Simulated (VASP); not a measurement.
# Mn (Fm-3m) in VASP: notebook, part 3 of 3

VASP 6.6.1.

### Step 6. Single point, PBE, collinear spin, ferromagnetic start

File INCAR:

```
SYSTEM = Mn
PREC     = Accurate       ! precision mode
ENCUT    = 500            ! plane-wave cutoff, eV
EDIFF    = 1E-6           ! SCF threshold, eV
ISMEAR   = -1             ! smearing method
SIGMA    = 0.05           ! smearing width, eV
LREAL    = .False.        ! projectors in reciprocal space
LASPH    = .True.         ! aspherical terms in the spheres
NELM     = 200            ! most SCF steps
ALGO     = Normal         ! electronic algorithm
ISIF     = 2              ! what is computed and relaxed
LWAVE    = .False.        ! write WAVECAR
LCHARG   = .False.        ! write CHGCAR
ISPIN    = 2              ! spin polarisation
MAGMOM   = 3              ! initial moments
LORBIT   = 11             ! projections on sites
LMAXMIX  = 4              ! l up to which the mixer works
GGA      = PE             ! functional
NBANDS   = 16             ! bands
GGA_COMPAT= .False.
```

File KPOINTS:

```
regular mesh
0
Gamma
  25 25 25
  0 0 0
```

File POSCAR:

```
Mn
1.0
    0.0000000000      1.7511769006      1.7511769006
    1.7511769006      0.0000000000      1.7511769006
    1.7511769006      1.7511769006      0.0000000000
Mn
1
Direct
    0.0000000000      0.0000000000      0.0000000000
```

Potentials or basis: VASP PAW PBE potentials, release 64 (Mn_pv).

The run is started by

```
> cat potpaw_PBE.64/Mn_pv/POTCAR > POTCAR
> mpirun -np 1 vasp_std > vasp.out
```

OUTCAR:

```text
SYSTEM = Mn
   PREC = Accurate
   ENCUT = 500
   EDIFF = 1E-6
   ISMEAR = -1
   LREAL = .False.
   LASPH = .True.
   NELM = 200
   ISIF = 2
   ISPIN = 2
   LORBIT = 11
   GGA = PE

 ion  position               nearest neighbor table
   1  0.000  0.000  0.000-

  LATTYP: Found a face centered cubic cell.
 ALAT       =     3.5023538012

  Lattice vectors:

 A1 = (   0.0000000000,   1.7511769006,   1.7511769006)
 A2 = (   1.7511769006,   0.0000000000,   1.7511769006)
 A3 = (   1.7511769006,   1.7511769006,   0.0000000000)

Analysis of symmetry for initial positions (statically):
=====================================================================
 Subroutine PRICEL returns:
 Original cell was already a primitive cell.

 Routine SETGRP: Setting up the symmetry group for a
 face centered cubic supercell.

 Subroutine GETGRP returns: Found 48 space group operations
 (whereof 48 operations were pure point group operations)
 out of a pool of 48 trial point group operations.

The static configuration has the point symmetry O_h .

Analysis of symmetry for dynamics (positions and initial velocities):
=====================================================================
 Subroutine PRICEL returns:
 Original cell was already a primitive cell.

 Routine SETGRP: Setting up the symmetry group for a
 face centered cubic supercell.

 Subroutine GETGRP returns: Found 48 space group operations
 (whereof 48 operations were pure point group operations)
 out of a pool of 48 trial point group operations.

The dynamic configuration has the point symmetry O_h .

Analysis of structural, dynamic, and magnetic symmetry:
=====================================================================
 Subroutine PRICEL returns:
 Original cell was already a primitive cell.

 Routine SETGRP: Setting up the symmetry group for a
 face centered cubic supercell.

 Subroutine GETGRP returns: Found 48 space group operations
 (whereof 48 operations were pure point group operations)
[... 134 lines left out ...]
 maximum number of plane-waves:       290
 NGX is ok and might be reduce to    18
   NGX =  9   NGY =  9   NGZ =  9

 number of electron      12.9999999 magnetization       0.0004050

 Free energy of the ion-electron system (eV)
  ---------------------------------------------------
  ext. energy  EPLUGINS =         0.00000000
  ---------------------------------------------------
  free energy    TOTEN  =        -8.92152444 eV

  energy without entropy =       -8.90917485  energy(sigma->0) =       -8.91534964

 E-fermi :  10.5125     XC(G=0): -14.0252

 val. band max:       10.5052648682   @ k =   0.4800   0.3600   0.0400
 cond. band min:      10.5143222535   @ k =  -0.4800   0.3600   0.0000
 fundamental gap:      0.0090573853
 Fermi energy:        10.5125112136

 spin component 1

 k-point     1 :       0.0000    0.0000    0.0000
  band No.  band energies     occupation
      1     -37.1485      1.00000
      2     -37.1485      1.00000
      3     -37.1485      1.00000
      4       2.1965      1.00000
      5       9.3588      1.00000
      6       9.3588      1.00000
[... 435 lines left out ...]
      5       9.2337      1.00000
      6       9.3381      1.00000
[... 8 lines left out ...]
     15      40.5590      0.00000
     16      41.7733      0.00000

 [... further k-points ...]

 spin component 2

 k-point     1 :       0.0000    0.0000    0.0000
  band No.  band energies     occupation
      1     -37.1480      1.00000
      2     -37.1480      1.00000
      3     -37.1480      1.00000
      4       2.1966      1.00000
      5       9.3590      1.00000
      6       9.3590      1.00000
[... 435 lines left out ...]
      5       9.2342      1.00000
      6       9.3386      1.00000
[... 8 lines left out ...]
     15      40.5592      0.00000
     16      41.7739      0.00000

 [... further k-points ...]

------------------------ aborting loop because EDIFF is reached ----------------------------------------

  FORCE on cell =-STRESS in cart. coord.  units (eV):
  Direction    XX          YY          ZZ          XY          YZ          ZX
  --------------------------------------------------------------------------------------
  -------------------------------------------------------------------------------------
  Total       -0.0133211     -0.0133211     -0.0133211      0.0000000      0.0000000      0.0000000
  in kB       -1.9871475     -1.9871475     -1.9871475      0.0000000      0.0000000      0.0000000
  external PRESSURE =      -1.9871475 kB  Pullay stress =       0.0000000 kB

 VOLUME and BASIS-vectors are now :
 -----------------------------------------------------------------------------
  energy-cutoff  :      500.00
  volume of cell :       10.74
      direct lattice vectors                 reciprocal lattice vectors
     0.000000000  1.751176901  1.751176901    -0.285522268  0.285522268  0.285522268
     1.751176901  0.000000000  1.751176901     0.285522268 -0.285522268  0.285522268
     1.751176901  1.751176901  0.000000000     0.285522268  0.285522268 -0.285522268

 POSITION                                       TOTAL-FORCE (eV/Angst)
 -----------------------------------------------------------------------------------
      0.00000      0.00000      0.00000         0.000000      0.000000      0.000000
 -----------------------------------------------------------------------------------
    total drift:                                0.000000      0.000000      0.000000

  FREE ENERGIE OF THE ION-ELECTRON SYSTEM (eV)
  ---------------------------------------------------
  free  energy   TOTEN  =        -8.9215244355 eV

  energy  without entropy=       -8.9091748513  energy(sigma->0) =       -8.91534964

 total charge

# of ion       s       p       d       tot
------------------------------------------
    1        0.427   6.406   5.150  11.983

 magnetization (x)

# of ion       s       p       d       tot
------------------------------------------
    1        0.000   0.000   0.000   0.000
```

stdout:

```text
POSCAR found type information on POSCAR Mn
 POSCAR found :  1 types and       1 ions
 scaLAPACK will be used
 LDA part: xc-table for (Slater+PW92), standard interpolation
 POSCAR, INCAR and KPOINTS ok, starting setup
 FFT: planning ... GRIDC
 FFT: planning ... GRID_SOFT
 FFT: planning ... GRID
 WAVECAR not read
 entering main loop
```

Run time: 72 s. Hardware: 1 thread of Intel Xeon 6975P-C (Granite Rapids), shared host; peak memory 0.21 GiB.

What came out:

| Quantity | Value |
| --- | --- |
| Free energy | -8.9215 eV |
| Pressure | -0.2 GPa |
| Net moment | 0.00 μB per cell |
| Valence electrons inside the program's atomic spheres | Mn 11.98 |

Levels at points of the mesh, in eV from the Fermi level:
Spin up:
| k point | band 4 | band 5 | band 6 | band 7 | band 8 | band 9 | band 10 | band 11 |
| --- | --- | --- | --- | --- | --- | --- | --- | --- |
| (0.00, 0.00, 0.00) | -8.32 | -1.15 | -1.15 | -1.15 | 0.53 | 0.53 | 21.39 | 27.21 |
Spin down:
| k point | band 3 | band 4 | band 5 | band 6 | band 7 | band 8 | band 9 | band 10 | band 11 | band 12 |
| --- | --- | --- | --- | --- | --- | --- | --- | --- | --- | --- |
| (0.00, 0.00, 0.00) | -47.66 | -8.32 | -1.15 | -1.15 | -1.15 | 0.54 | 0.54 | 21.39 | 27.21 | 27.21 |

Caveat: the starting moments collapsed, and a magnetic state may lie lower.
